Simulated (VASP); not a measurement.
Input of a VASP 6.6.1 run:

The input INCAR:

```
SYSTEM = Ge2Sb2Te5
PREC     = Accurate       ! precision mode
ENCUT    = 520            ! plane-wave cutoff, eV
EDIFF    = 1E-6           ! SCF threshold, eV
ISMEAR   = 0              ! smearing method
SIGMA    = 0.03           ! smearing width, eV
LREAL    = .False.        ! projectors in reciprocal space
LASPH    = .True.         ! aspherical terms in the spheres
NELM     = 60             ! most SCF steps
ALGO     = Normal         ! electronic algorithm
ISIF     = 2              ! what is computed and relaxed
LWAVE    = .False.        ! write WAVECAR
LCHARG   = .False.        ! write CHGCAR
GGA      = PE             ! functional
NBANDS   = 44             ! bands
```

File KPOINTS:

```
regular mesh
0
Gamma
  10 10 2
  0 0 0
```

Contents of POSCAR:

```
Ge2Sb2Te5
1.0
    4.2318085734      0.0000000000      0.0000000000
   -2.1159042867      3.6648537285      0.0000000000
    0.0000000000      0.0000000000     16.8488882413
Te Ge Sb
5 2 2
Direct
    0.0000000000      0.0000000000      0.0000000000
    0.6666666667      0.3333333333      0.1993943000
    0.3333333333      0.6666666667      0.4208770249
    0.6666666667      0.3333333333      0.5791229751
    0.3333333333      0.6666666667      0.8006057000
    0.3333333333      0.6666666667      0.1007690866
    0.6666666667      0.3333333333      0.8992309134
    0.0000000000      0.0000000000      0.3183019344
    0.0000000000      0.0000000000      0.6816980656
```

Potentials or basis: VASP PAW PBE potentials, release 64 (Te, Ge_d, Sb).

Run with:

```console
$ cat potpaw_PBE.64/Te/POTCAR potpaw_PBE.64/Ge_d/POTCAR potpaw_PBE.64/Sb/POTCAR > POTCAR
$ mpirun -np 1 vasp_std > vasp.out
```

(1) Predict the band gap on the k mesh.

(2) Predict the pressure.

Results:

(1) 0.11 eV, direct.

(2) 2.4 GPa.

Caveat: spin-orbit coupling is left out, which moves the levels of the heavy elements.
